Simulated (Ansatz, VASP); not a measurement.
## Two plane-wave programs on Nb

```
Nb
1.0
     0.00000    2.14283    2.14283
     2.14283    0.00000    2.14283
     2.14283    2.14283    0.00000
Nb
1
Direct
  0.00000 0.00000 0.00000
```

Alike in both runs: task single point; functional HSE06; k mesh 6 × 6 × 6; occupations fermi-dirac, width 0.05 eV; no spin polarisation.

```csv
,VASP,Ansatz
version,VASP 6.6.1,Ansatz 0.2.0
potentials or method,"VASP PAW PBE potentials, release 64 (Nb_sv)",Ansatz PAW
plane-wave cutoff (eV),520,420
valence electrons in the cell,13,13
```

Ansatz gave:

* gap on the k mesh at the Fermi level (eV): none
* pressure (GPa): -8.8

Problem. Which values does VASP return?

Solution. gap on the k mesh at the Fermi level (eV): none; pressure (GPa): -9.2.

A gap of «none» marks a metal or a gap that the smearing closes.

The k mesh is coarse, so the values compare programs but aren't converged.
